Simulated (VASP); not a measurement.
# Ba (Pmmn) in VASP: further runs, part 2 of 2

VASP 6.6.1. Earlier steps stand in the parts before.

## Step 3: Relaxation of cell and atoms, PBE

Contents of INCAR:

```
  PREC = Accurate
  ENCUT = 600
  EDIFF = 1E-6
  ISMEAR = 0
  SIGMA = 0.1
  LREAL = False
  LASPH = True
  NELM = 100
  ALGO = Fast
  ISIF = 3
  LWAVE = False
  LCHARG = False
  GGA = PE
  IBRION = 2
  NSW = 90
  EDIFFG = -0.04
```

Contents of KPOINTS:

```
Automatic mesh
0
Gamma
  4 4 4
```

Contents of POSCAR:

```
Ba
1.0
    5.3015577000      0.0000000000      0.0000000000
    0.0000000000      6.0078810800      0.0000000000
    0.0000000000      0.0000000000      4.5195460300
Ba
2
Direct
    0.0000000000      0.0000000000      0.5896400900
    0.5000000000      0.5000000000      0.4103599100
```

Potentials or basis: VASP PAW PBE potentials, release 64 (Ba_sv).

Run with:

```bash
> cat potpaw_PBE.64/Ba_sv/POTCAR > POTCAR
> mpirun -np 1 vasp_std > vasp.out
```

OUTCAR:

```text
PREC = Accurate
   ENCUT = 600
   EDIFF = 1E-6
   ISMEAR = 0
   LREAL = False
   LASPH = True
   NELM = 100
   ISIF = 3
   GGA = PE
   IBRION = 2
   NSW = 90
   EDIFFG = -0.04

 ion  position               nearest neighbor table
   1  0.000  0.000  0.590-   2 4.09   2 4.09   2 4.09   2 4.09
   2  0.500  0.500  0.410-   1 4.09   1 4.09   1 4.09   1 4.09

  LATTYP: Found a simple orthorhombic cell.
 ALAT       =     4.5195460300
 B/A-ratio  =     1.1730288097
 C/A-ratio  =     1.3293107405

  Lattice vectors:

 A1 = (   0.0000000000,   0.0000000000,   4.5195460300)
 A2 = (   5.3015577000,   0.0000000000,   0.0000000000)
 A3 = (   0.0000000000,   6.0078810800,   0.0000000000)

Analysis of symmetry for initial positions (statically):
=====================================================================
 Subroutine PRICEL returns:
 Original cell was already a primitive cell.

 Routine SETGRP: Setting up the symmetry group for a
 simple orthorhombic supercell.

 Subroutine GETGRP returns: Found  8 space group operations
 (whereof  4 operations were pure point group operations)
 out of a pool of  8 trial point group operations.

The static configuration has the point symmetry C_2v.
 The point group associated with its full space group is D_2h.

Analysis of symmetry for dynamics (positions and initial velocities):
=====================================================================
 Subroutine PRICEL returns:
 Original cell was already a primitive cell.

 Routine SETGRP: Setting up the symmetry group for a
 simple orthorhombic supercell.

 Subroutine GETGRP returns: Found  8 space group operations
 (whereof  4 operations were pure point group operations)
 out of a pool of  8 trial point group operations.

The dynamic configuration has the point symmetry C_2v.
 The point group associated with its full space group is D_2h.

 Subroutine INISYM returns: Found  8 space group operations
 (whereof  4 operations are pure point group operations),
[... 147 lines left out ...]

------------------------ aborting loop because EDIFF is reached ----------------------------------------

  FORCE on cell =-STRESS in cart. coord.  units (eV):
  Direction    XX          YY          ZZ          XY          YZ          ZX
  --------------------------------------------------------------------------------------
  -------------------------------------------------------------------------------------
  Total       -0.5222727      0.1787160     -1.2168921      0.0000000      0.0000000      0.0000000
  in kB       -5.8128384      1.9890899    -13.5438776      0.0000000      0.0000000      0.0000000
  external PRESSURE =      -5.7892087 kB  Pullay stress =       0.0000000 kB
[... 89 lines left out ...]
  FREE ENERGIE OF THE ION-ELECTRON SYSTEM (eV)
  ---------------------------------------------------
  free  energy   TOTEN  =        -3.3562861690 eV

  energy  without entropy=       -3.3302785901  energy(sigma->0) =       -3.34328238

[... ionic steps 4 to 29 ...]

--------------------------------------- Ionic step       30  -------------------------------------------

 number of electron      20.0000001 magnetization

------------------------ aborting loop because EDIFF is reached ----------------------------------------
[... 67 lines left out ...]
--------------------------------------- Ionic step       32  -------------------------------------------

 number of electron      20.0000000 magnetization

 Free energy of the ion-electron system (eV)
  ---------------------------------------------------
  ext. energy  EPLUGINS =         0.00000000
  ---------------------------------------------------
  free energy    TOTEN  =        -3.83873512 eV

  energy without entropy =       -3.82947801  energy(sigma->0) =       -3.83410656

 E-fermi :   1.7305     XC(G=0):  -7.3775

 val. band max:        1.4171126694   @ k =   0.0000   0.2500   0.0000
 cond. band min:       1.7657847298   @ k =   0.2500   0.2500   0.0000
 fundamental gap:      0.3486720604
 Fermi energy:         1.7304869187

 k-point     1 :       0.0000    0.0000    0.0000
  band No.  band energies     occupation
      1     -27.2902      2.00000
      2     -27.2180      2.00000
      3     -12.5646      2.00000
      4     -12.5528      2.00000
      5     -12.5455      2.00000
      6     -12.2459      2.00000
      7     -12.2452      2.00000
      8     -12.2446      2.00000
      9      -1.1323      2.00000
     10       1.0667      2.00000
     11       1.0987      2.00000
     12       3.3696      0.00000
     13       3.4242      0.00000
     14       4.7302      0.00000
[... 377 lines left out ...]
      1     -27.2471      2.00000
      2     -27.2471      2.00000
      3     -12.6258      2.00000
      4     -12.6258      2.00000
      5     -12.4280      2.00000
      6     -12.4280      2.00000
      7     -12.3169      2.00000
      8     -12.3169      2.00000
      9       1.2920      2.00000
     10       1.2920      2.00000
     11       2.1102      0.00000
     12       2.1102      0.00000
     13       2.5513      0.00000
     14       2.5513      0.00000

 [... further k-points ...]
[... 5 lines left out ...]
  --------------------------------------------------------------------------------------
  -------------------------------------------------------------------------------------
  Total       -0.0054594     -0.0403118      0.0174417      0.0000000      0.0000000      0.0000000
  in kB       -0.0687285     -0.5074874      0.2195748      0.0000000      0.0000000      0.0000000
  external PRESSURE =      -0.1188804 kB  Pullay stress =       0.0000000 kB
[... 17 lines left out ...]
  FREE ENERGIE OF THE ION-ELECTRON SYSTEM (eV)
  ---------------------------------------------------
  free  energy   TOTEN  =        -3.8387351161 eV

  energy  without entropy=       -3.8294780061  energy(sigma->0) =       -3.83410656

 reached required accuracy - stopping structural energy minimisation
```

Wall time 36 min (1 thread of Oxide Virtual Turin-like, shared host); peak memory 0.28 GiB.

Results:

```
Free energy                            : -3.8387 eV
Relaxed volume                         : 63.63 Å³/atom
Relaxed cell                           : a = 5.022 Å, b = 5.092 Å, c = 4.977 Å, α = 90.00°, β = 90.00°, γ = 90.00°
Space group after relaxing (to 0.05 Å) : Immm (No. 71)
Energy gained by relaxing              : 300.6 meV/atom
Ionic steps                            : 32
Pressure after relaxing                : 0.0 GPa
Largest force after relaxing           : 0.028 eV/Å
Band gap on the k mesh                 : zero (band 10 reaches 2.09 eV, above the bottom of band 11 at 1.10 eV)
```

Forces in eV/Å, atoms in the order of the input:
```
Ba   0.000  0.000  0.028
Ba   0.000  0.000 -0.028
```

The path:
```
step  energy change (eV)  largest force (eV/Å)  pressure (GPa)  volume (Å³)
   1              0.0000                0.3645           -0.58       143.95
   2             -0.0504                0.3651           -0.40       138.56
   3             -0.1187                0.3317           -0.10       128.18
   4             -0.0089                0.1682            1.63       108.10
   5             -0.1307                0.2866            0.10       123.37
   6             -0.1317                0.2599            0.34       120.54
   7             -0.1826                0.2729            0.51       119.21
   8             -0.3156                0.2696            1.09       114.04
   9              0.3499                0.0501            3.00        98.53
  10             -0.3229                0.2452            1.24       112.69
  11             -0.3736                0.2129            0.76       118.02
  12             -0.3952                0.1881            0.31       124.91
  13             -0.4246                0.1967            0.09       128.32
  14             -0.4587                0.2181           -0.43       138.56
  15             -0.4859                0.2300           -0.31       135.84
  16             -0.5351                0.2256            0.03       128.21
  17             -0.5132                0.1261            1.60       111.04
  18             -0.5534                0.1588            0.42       122.45
  19             -0.5531                0.0736            0.80       118.15
  20             -0.5662                0.0060            0.69       119.46
  21             -0.5703                0.2378            0.42       122.38
  22             -0.5747                0.1408            0.52       121.20
  23             -0.5845                0.1096            0.28       123.97
  24             -0.5905                0.0747           -0.04       127.85
  25             -0.5907                0.0672           -0.09       128.52
  26             -0.5925                0.0546           -0.05       128.24
  27             -0.5965                0.0173            0.00       127.38
  28             -0.5981                0.0642            0.13       125.55
  29             -0.5986                0.0388            0.08       126.18
  30             -0.5999                0.0406           -0.02       127.40
  31             -0.6001                0.0416           -0.06       127.96
  32             -0.6012                0.0275           -0.01       127.27
```

Final structure:
```xyz
2
Lattice="5.0218 0.0000 0.0000 0.0000 5.0923 0.0000 0.0000 0.0000 4.9767" Properties=species:S:1:pos:R:3 pbc="T T T"
Ba    0.0000    0.0000    3.7222
Ba    2.5109    2.5462    1.2546
```

Caveat: spin-orbit coupling is left out, which moves the levels of the heavy elements.
